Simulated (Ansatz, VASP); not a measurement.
## One calculation of Rh, two programs

```xyz
2
Lattice="0.0000 2.7796 2.7796 2.7796 0.0000 2.7796 2.7796 2.7796 0.0000" Properties=species:S:1:pos:R:3 pbc="T T T"
Rh    0.0000    0.0000    0.0000
Rh    1.3898    1.3898    1.3898
```

Change from the starting cell: volume scaled by 1.025.

Alike in both runs: task single point; functional PBE; k mesh 11 × 11 × 11; occupations fermi-dirac, width 0.08 eV; no spin polarisation.

```csv
,VASP,Ansatz
version,VASP 6.6.1,Ansatz 0.2.0
potentials or method,"VASP PAW PBE potentials, release 64 (Rh_pv), cutoff 520 eV","all-electron LAPW, scalar-relativistic"
```

```csv
,VASP,Ansatz,Ansatz less VASP
pressure (GPa),-2.9,-2.9,-0.08
```

Ansatz ran all-electron here, and VASP with PAW potentials.
